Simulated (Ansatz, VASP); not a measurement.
# Two plane-wave programs on C

File INCAR:

```
SYSTEM = C
ALGO     = Normal         ! electronic algorithm
EDIFF    = 1E-6           ! SCF threshold, eV
ENCUT    = 520            ! plane-wave cutoff, eV
ISIF     = 2              ! what is computed and relaxed
ISMEAR   = 0              ! smearing method
LASPH    = .TRUE.         ! aspherical terms in the spheres
LCHARG   = .FALSE.        ! write CHGCAR
LREAL    = .FALSE.        ! projectors in reciprocal space
LWAVE    = .FALSE.        ! write WAVECAR
NBANDS   = 31             ! bands
NELM     = 80             ! most SCF steps
PREC     = Accurate       ! precision mode
SIGMA    = 0.05           ! smearing width, eV
```

KPOINTS

```
k-points
0
G
  10 10 3
  0 0 0
```

File POSCAR:

```
C
1.0
   -2.4912907516      0.0000000000      0.0000000000
   -1.2456453758     -2.1575210791      0.0000000000
    0.2491290752      0.7191736930     10.2538776052
C
10
Direct
   -0.3248437105      0.0248185525      0.8741556576
    0.6850837105      0.9751814475      0.7252443424
    0.0583808700      0.1086956498      0.1257869493
    0.7018591300      0.8913043502      0.4736130507
    0.0484468674      0.1583656632      0.2747969895
    0.7117931326      0.8416343368      0.3246030105
    0.0051470846      0.3748645769      0.9242937306
    0.3550929154      0.6251354231      0.6751062694
    0.3950556262      0.4253218689      0.0756656066
    0.3651843738      0.5746781311      0.5237343934
```

Input for Ansatz:

```yaml
crystal:
  lattice:
    - [-2.4912907516, 0.0, 0.0]
    - [-1.2456453758, -2.1575210791, 0.0]
    - [0.2491290752, 0.719173693, 10.2538776052]
  atoms:
    - { symbol: C, position: [-0.3248437105, 0.0248185525, 0.8741556576] }
    - { symbol: C, position: [0.6850837105, 0.9751814475, 0.7252443424] }
    - { symbol: C, position: [0.05838087, 0.1086956498, 0.1257869493] }
    - { symbol: C, position: [0.70185913, 0.8913043502, 0.4736130507] }
    - { symbol: C, position: [0.0484468674, 0.1583656632, 0.2747969895] }
    - { symbol: C, position: [0.7117931326, 0.8416343368, 0.3246030105] }
    - { symbol: C, position: [0.0051470846, 0.3748645769, 0.9242937306] }
    - { symbol: C, position: [0.3550929154, 0.6251354231, 0.6751062694] }
    - { symbol: C, position: [0.3950556262, 0.4253218689, 0.0756656066] }
    - { symbol: C, position: [0.3651843738, 0.5746781311, 0.5237343934] }
basis:
  ecutwfc: 420
kpoints:
  mp_grid: { grid: [10, 10, 3] }
hamiltonian:
  xc: lda
scf:
  occupations: { method: gaussian, width: 0.05 }
output:
  forces: true
  stress: true
  eigenvalues: true
```

Alike in both runs: task single point; functional LDA; k mesh 10 × 10 × 3; occupations gaussian, width 0.05 eV; no spin polarisation.

```csv
,VASP,Ansatz
version,VASP 6.6.1,Ansatz 0.2.0
potentials or method,"VASP PAW LDA potentials, release 64 (C), cutoff 520 eV","scalar-relativistic, plane waves, PAW"
valence electrons in the cell,40,40
```

VASP gave:

| Quantity | Value |
| --- | --- |
| gap on the k mesh at the Fermi level (eV) | 0.79 |
| least direct gap on the mesh (eV) | 2.60 |
| pressure (GPa) | 4.2 |
| traceless stress, the component that is largest in VASP (GPa) | 30.03 |
| rms of the force components (eV/Å) | 1.267 |

Task: Which values does Ansatz return?

Result: gap on the k mesh at the Fermi level (eV): 0.79; least direct gap on the mesh (eV): 2.60; pressure (GPa): 2.6; traceless stress, the component that is largest in VASP (GPa): 30.06; rms of the force components (eV/Å): 1.273.

LDA's correlation is that of Perdew and Zunger in VASP and of Perdew and Wang (1992) in Ansatz. Atom by atom the forces differ by 0.010 eV/Å (rms over components).
